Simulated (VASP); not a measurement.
# LiTaO2 (Pmmm) in VASP: further runs, part 2 of 2

VASP 6.6.1. The steps go on from the part before.

## 3. Single point, PBE, collinear spin

This run uses another cell than the first one, of 12.10 Å³/atom.

The input, INCAR:

```
PREC     = Accurate       # precision mode
ENCUT    = 520            # plane-wave cutoff, eV
EDIFF    = 1E-7           # SCF threshold, eV
ISMEAR   = 0              # smearing method
SIGMA    = 0.1            # smearing width, eV
LREAL    = F              # projectors in reciprocal space
LASPH    = T              # aspherical terms in the spheres
NELM     = 150            # most SCF steps
ALGO     = Normal         # electronic algorithm
ISIF     = 2              # what is computed and relaxed
LWAVE    = F              # write WAVECAR
LCHARG   = F              # write CHGCAR
ISPIN    = 2              # spin polarisation
MAGMOM   = 0 1 0 0        # initial moments
LORBIT   = 11             # projections on sites
LMAXMIX  = 4              # l up to which the mixer works
GGA      = PE             # functional
NBANDS   = 25             # bands
```

The input, KPOINTS:

```
regular mesh
0
Gamma
  6 6 4
```

The input, POSCAR:

```
LiTaO2
1.0
    2.8857165678      0.0000000000      0.0000000000
    0.0000000000      3.0800573103      0.0000000000
    0.0000000000      0.0000000000      5.4463819714
Li Ta O
1 1 2
Direct
    0.5000000000      0.5000000000      0.5000000000
    0.0000000000      0.0000000000      0.0000000000
    0.0000000000      0.5000000000      0.2436727195
    0.0000000000      0.5000000000      0.7563272805
```

Potentials or basis: VASP PAW PBE potentials, release 64 (Li_sv, Ta_pv, O).

Run with:

```console
$ cat potpaw_PBE.64/Li_sv/POTCAR potpaw_PBE.64/Ta_pv/POTCAR potpaw_PBE.64/O/POTCAR > POTCAR
$ mpirun -np 1 vasp_std > vasp.out
```

Run time: 2.5 min. Hardware: 1 thread of Intel Xeon 8259CL, shared host; peak memory 0.24 GiB.

It converged, with:

```
Free energy                                           : -31.7588 eV
Largest force                                         : 0.054 eV/Å
Band gap on the k mesh                                : zero (filled and empty bands overlap)
Net moment                                            : 0.00 μB per cell
Valence electrons inside the program's atomic spheres : Li 2.07; Ta 8.86; O 5.06
```

Forces on the atoms (eV/Å):
```
Li   0.000  0.000  0.000
Ta   0.000  0.000  0.000
O    0.000  0.000  0.054
O    0.000  0.000 -0.054
```

Levels at points of the mesh, in eV from the Fermi level:
Spin up:
| k point | band 10 | band 11 | band 12 | band 13 | band 14 | band 15 | band 16 | band 17 |
| --- | --- | --- | --- | --- | --- | --- | --- | --- |
| (0.00, 0.00, 0.00) | -4.67 | -4.31 | -4.15 | -4.12 | -0.11 | 2.53 | 2.69 | 3.23 |
| (0.50, 0.00, 0.00) | -6.84 | -4.33 | -3.79 | -0.37 | 0.50 | 0.58 | 3.71 | 4.61 |
| (0.00, 0.50, 0.00) | -5.34 | -4.84 | -3.89 | -3.58 | 1.78 | 1.88 | 2.60 | 3.91 |
| (0.50, 0.50, 0.00) | -5.77 | -5.03 | -4.95 | -2.09 | -0.19 | 1.94 | 2.49 | 5.82 |
| (0.00, 0.00, 0.50) | -4.86 | -4.53 | -4.46 | -3.90 | 0.22 | 2.33 | 2.69 | 3.16 |
| (0.50, 0.00, 0.50) | -6.87 | -5.44 | -4.19 | -0.36 | 0.61 | 0.87 | 3.71 | 5.74 |
| (0.00, 0.50, 0.50) | -5.16 | -4.69 | -3.88 | -3.81 | 1.86 | 2.18 | 2.75 | 3.04 |
| (0.50, 0.50, 0.50) | -5.64 | -5.32 | -4.65 | -2.33 | -0.25 | 2.56 | 3.42 | 5.22 |
Spin down:
```
           k point  band 11  band 12  band 13  band 14  band 15  band 16
(0.00, 0.00, 0.00)    -4.31    -4.15    -4.12    -0.11     2.53     2.69
(0.50, 0.00, 0.00)    -4.33    -3.79    -0.37     0.50     0.58     3.71
(0.00, 0.50, 0.00)    -4.84    -3.89    -3.58     1.78     1.88     2.60
(0.50, 0.50, 0.00)    -5.03    -4.95    -2.09    -0.19     1.94     2.49
(0.00, 0.00, 0.50)    -4.53    -4.46    -3.90     0.22     2.33     2.69
(0.50, 0.00, 0.50)    -5.44    -4.19    -0.36     0.61     0.87     3.71
(0.00, 0.50, 0.50)    -4.69    -3.88    -3.81     1.86     2.18     2.75
(0.50, 0.50, 0.50)    -5.32    -4.66    -2.33    -0.25     2.56     3.42
```

Caveat: the k points lie up to 0.36 Å⁻¹ apart, too coarse for converged energies and pressures of a metal; the cutoff is under 1.25 times the usual one of these potentials, so pressure, stress and relaxed cells hold a basis-set (Pulay) error; spin-orbit coupling is left out, which moves the levels of the heavy elements.

## 4. Single point, PBE

This run uses another cell than the first one, of 12.60 Å³/atom.

The input, INCAR:

```
SYSTEM = LiTaO2
PREC     = Accurate       ! precision mode
ENCUT    = 520            ! plane-wave cutoff, eV
EDIFF    = 1E-7           ! SCF threshold, eV
ISMEAR   = 0              ! smearing method
SIGMA    = 0.1            ! smearing width, eV
LREAL    = .False.        ! projectors in reciprocal space
LASPH    = .True.         ! aspherical terms in the spheres
NELM     = 60             ! most SCF steps
ALGO     = Normal         ! electronic algorithm
ISIF     = 2              ! what is computed and relaxed
LWAVE    = .False.        ! write WAVECAR
LCHARG   = .False.        ! write CHGCAR
GGA      = PE             ! functional
NBANDS   = 21             ! bands
```

The input, KPOINTS:

```
Automatic mesh
0
Gamma
  16 16 8
  0 0 0
```

The input, POSCAR:

```
LiTaO2
1.0
    3.0552601330      0.0000000000      0.0000000000
    0.0000000000      3.0879088328      0.0000000000
    0.0000000000      0.0000000000      5.3433026818
Li Ta O
1 1 2
Direct
    0.5000000000      0.5000000000      0.5000000000
    0.0000000000      0.0000000000      0.0000000000
    0.0000000000      0.5000000000      0.2426922340
    0.0000000000      0.5000000000      0.7573077660
```

Potentials or basis: VASP PAW PBE potentials, release 64 (Li_sv, Ta_pv, O).

Run with:

```console
$ cat potpaw_PBE.64/Li_sv/POTCAR potpaw_PBE.64/Ta_pv/POTCAR potpaw_PBE.64/O/POTCAR > POTCAR
$ mpirun -np 1 vasp_std > vasp.out
```

OUTCAR:

```text
SYSTEM = LiTaO2
   PREC = Accurate
   ENCUT = 520
   EDIFF = 1E-7
   ISMEAR = 0
   LREAL = .False.
   LASPH = .True.
   NELM = 60
   ISIF = 2
   GGA = PE

 ion  position               nearest neighbor table
   1  0.500  0.500  0.500-   3 2.06   4 2.06   3 2.06   4 2.06
   2  0.000  0.000  0.000-   3 2.02   4 2.02   3 2.02   4 2.02
   3  0.000  0.500  0.243-   2 2.02   2 2.02   1 2.06   1 2.06
   4  0.000  0.500  0.757-   2 2.02   2 2.02   1 2.06   1 2.06

  LATTYP: Found a simple orthorhombic cell.
 ALAT       =     3.0552601330
 B/A-ratio  =     1.0106860622
[... 776 lines left out ...]
  --------------------------------------------------------------------------------------
  -------------------------------------------------------------------------------------
  Total       -0.0665138      0.2358784      0.1487151     -0.0000000      0.0000000      0.0000000
  in kB       -2.1139752      7.4968071      4.7265400     -0.0000000      0.0000000      0.0000000
  external PRESSURE =       3.3697906 kB  Pullay stress =       0.0000000 kB

 VOLUME and BASIS-vectors are now :
 -----------------------------------------------------------------------------
  energy-cutoff  :      520.00
  volume of cell :       50.41
      direct lattice vectors                 reciprocal lattice vectors
     3.055260133  0.000000000  0.000000000     0.327304372  0.000000000  0.000000000
     0.000000000  3.087908833  0.000000000     0.000000000  0.323843758  0.000000000
     0.000000000  0.000000000  5.343302682     0.000000000  0.000000000  0.187150169

 POSITION                                       TOTAL-FORCE (eV/Angst)
 -----------------------------------------------------------------------------------
      1.52763      1.54395      2.67165         0.000000     -0.000000      0.000000
      0.00000      0.00000      0.00000         0.000000     -0.000000      0.000000
      0.00000      1.54395      1.29678         0.000000     -0.000000      0.067974
      0.00000      1.54395      4.04652         0.000000      0.000000     -0.067974
 -----------------------------------------------------------------------------------
    total drift:                                0.000000      0.000000      0.000000

  FREE ENERGIE OF THE ION-ELECTRON SYSTEM (eV)
  ---------------------------------------------------
  free  energy   TOTEN  =       -31.8225935596 eV

  energy  without entropy=      -31.8147726218  energy(sigma->0) =      -31.81868309
```

OSZICAR:

```text
N       E                     dE             d eps       ncg     rms          rms(c)
DAV:   1     0.198504913222E+03    0.19850E+03   -0.13970E+04 17010   0.127E+03
DAV:   2    -0.244850629583E+02   -0.22299E+03   -0.21627E+03 20542   0.347E+02
DAV:   3    -0.370939433387E+02   -0.12609E+02   -0.12514E+02 27199   0.742E+01
DAV:   4    -0.374778090497E+02   -0.38387E+00   -0.38253E+00 23677   0.954E+00
DAV:   5    -0.374851375301E+02   -0.73285E-02   -0.73279E-02 23076   0.124E+00    0.251E+01
DAV:   6    -0.321105926020E+02    0.53745E+01   -0.30229E+01 19585   0.351E+01    0.996E+00
DAV:   7    -0.318649251928E+02    0.24567E+00   -0.23250E+00 19408   0.948E+00    0.753E+00
DAV:   8    -0.318409021055E+02    0.24023E-01   -0.34907E-01 19870   0.507E+00    0.227E+00
DAV:   9    -0.318223193792E+02    0.18583E-01   -0.34715E-02 19722   0.156E+00    0.403E-01
DAV:  10    -0.318223349608E+02   -0.15582E-04   -0.12000E-02 20680   0.737E-01    0.176E-01
DAV:  11    -0.318224659638E+02   -0.13100E-03   -0.12215E-03 19853   0.231E-01    0.566E-02
DAV:  12    -0.318225854217E+02   -0.11946E-03   -0.18105E-04 18575   0.849E-02    0.175E-02
DAV:  13    -0.318225921785E+02   -0.67568E-05   -0.14492E-05 20634   0.243E-02    0.949E-03
DAV:  14    -0.318225933833E+02   -0.12048E-05   -0.32405E-06 18608   0.101E-02    0.199E-03
DAV:  15    -0.318225934886E+02   -0.10531E-06   -0.21704E-07 19829   0.284E-03    0.612E-04
DAV:  16    -0.318225935596E+02   -0.70977E-07   -0.21116E-08 13536   0.992E-04
   1 F= -.31822594E+02 E0= -.31818683E+02  d E =-.782094E-02
```

stdout:

```text
POSCAR found type information on POSCAR LiTaO
 POSCAR found :  3 types and       4 ions
 scaLAPACK will be used
 LDA part: xc-table for (Slater+PW92), standard interpolation
 POSCAR, INCAR and KPOINTS ok, starting setup
 FFT: planning ... GRIDC
 FFT: planning ... GRID_SOFT
 FFT: planning ... GRID
 WAVECAR not read
 entering main loop
```

Wall time 7 min (1 thread of Intel Xeon 8259CL, shared host); peak memory 0.49 GiB.

Results:

- Free energy: -31.8226 eV
- Largest force: 0.068 eV/Å
- Band gap on the k mesh: zero (bands 13 and 14 overlap by 0.95 eV)

Forces in eV/Å, atoms in the order of the input:
```
Li   0.000  0.000  0.000
Ta   0.000  0.000  0.000
O    0.000  0.000  0.068
O    0.000  0.000 -0.068
```

Levels at points of the mesh, in eV from the Fermi level:
| k point | band 11 | band 12 | band 13 | band 14 | band 15 | band 16 |
| --- | --- | --- | --- | --- | --- | --- |
| (0.00, 0.00, 0.00) | -4.66 | -4.36 | -4.00 | 0.05 | 2.26 | 2.67 |
| (0.50, 0.00, 0.00) | -4.50 | -3.77 | 0.06 | 0.52 | 1.00 | 3.34 |
| (0.00, 0.50, 0.00) | -5.19 | -3.98 | -3.22 | 1.44 | 1.57 | 2.32 |
| (0.50, 0.50, 0.00) | -5.06 | -4.99 | -1.63 | 0.26 | 1.54 | 2.13 |
| (0.00, 0.00, 0.50) | -4.53 | -4.37 | -4.32 | 0.43 | 2.08 | 2.26 |
| (0.50, 0.00, 0.50) | -5.49 | -4.34 | 0.08 | 0.89 | 0.99 | 3.39 |
| (0.00, 0.50, 0.50) | -5.13 | -4.25 | -3.19 | 1.41 | 2.01 | 2.51 |
| (0.50, 0.50, 0.50) | -5.47 | -4.79 | -1.98 | 0.28 | 2.23 | 3.15 |

Caveat: the cutoff is under 1.25 times the usual one of these potentials, so pressure, stress and relaxed cells hold a basis-set (Pulay) error; spin-orbit coupling is left out, which moves the levels of the heavy elements.

## 5. The runs side by side

| spin | cell | k mesh | gap on the mesh (eV) | moment (μB) | largest force (eV/Å) |
| --- | --- | --- | --- | --- | --- |
| collinear | a = 2.718, b = 3.237, c = 5.216 Å, 4 atoms, atomic positions A | 6 × 6 × 4 | none | 0.00 | 3.99 |
| collinear | a = 2.886, b = 3.080, c = 5.446 Å, 4 atoms, atomic positions B | 6 × 6 × 4 | none | 0.00 | 0.05 |
| off | a = 3.055, b = 3.088, c = 5.343 Å, 4 atoms, atomic positions B | 16 × 16 × 8 | none | - | 0.07 |

Alike in all rows: task single point; level PBE; potentials or basis VASP PAW PBE potentials, release 64 (Li_sv, Ta_pv, O); cutoff (eV) 520; smearing gaussian 0.1 eV.

Caveats: some runs use coarse meshes; the cutoff is under 1.25 times the usual one of these potentials, so pressure, stress and relaxed cells hold a basis-set (Pulay) error; spin-orbit coupling is left out, which moves the levels of the heavy elements; forces of over 1 eV/Å act on the atoms, so gaps and moduli don't describe the material at rest (at least some runs).

Absolute energies hang on the potentials; compare differences alone.
